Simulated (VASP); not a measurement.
# Lu2AlN3: single point with PBE

Crystal: Lu2AlN3.

```
CELL_PARAMETERS angstrom
3.02142 -4.35882 0.00000
3.02142 4.35882 0.00000
0.00000 0.00000 3.43914
ATOMIC_POSITIONS crystal
Lu 0.50000 0.00000 0.50000
Lu 0.00000 0.50000 0.50000
Al 0.00000 0.00000 0.00000
N 0.79823 0.20177 0.00000
N 0.20177 0.79823 0.00000
N 0.50000 0.50000 0.50000
```

The cell was built from a structure type or drawn by symmetry, and may not be a known phase.

```json
{
  "Program": "VASP 6.6.1",
  "Task": "single point",
  "Functional": "PBE",
  "Potentials or basis": "VASP PAW PBE potentials, release 64 (Lu, Al, N)",
  "Cutoff": "520 eV",
  "k mesh": "8 × 8 × 12",
  "Occupations": "gaussian, width 0.1 eV",
  "Spin": "no spin polarisation",
  "Dipole correction": "no",
  "Further INCAR settings": "ALGO = Normal; EDIFF = 1e-07; NBANDS = 43"
}
```

The pressure is 0.5 GPa and the largest force is 0.012 eV/Å. The band gap on the k mesh is zero (bands 34 and 35 overlap by 0.92 eV).

Forces in eV/Å, atoms in the order of the input:
```
Lu   0.000  0.000  0.000
Lu   0.000  0.000  0.000
Al   0.000  0.000  0.000
N    0.000 -0.012  0.000
N    0.000  0.012  0.000
N    0.000  0.000  0.000
```

Stress tensor (GPa, compression positive):
```
0.66 0.00 0.00
0.00 0.22 0.00
0.00 0.00 0.70
```

Levels at points of the mesh, in eV from the Fermi level:
```
           k point  band 32  band 33  band 34  band 35  band 36  band 37
(0.00, 0.00, 0.00)    -1.01    -0.81    -0.47    -0.15     0.47     3.65
(0.50, 0.00, 0.00)    -2.62    -0.82     0.23     0.82     1.00     2.66
(0.50, 0.50, 0.00)    -1.94    -1.67    -0.05     0.31     0.39     2.23
(0.00, 0.00, 0.50)    -1.52    -1.45    -1.04    -0.66     1.14     3.32
(0.50, 0.00, 0.50)    -1.85    -1.72    -0.86     1.08     2.06     2.31
(0.50, 0.50, 0.50)    -2.33    -2.24    -0.86     0.99     2.36     3.13
```

Wall time 7.7 min on 1 thread of AMD EPYC 9R45 (Zen 5), on a shared host, peak memory 0.54 GiB.

Caveat: spin-orbit coupling is left out, which moves the levels of the heavy elements.
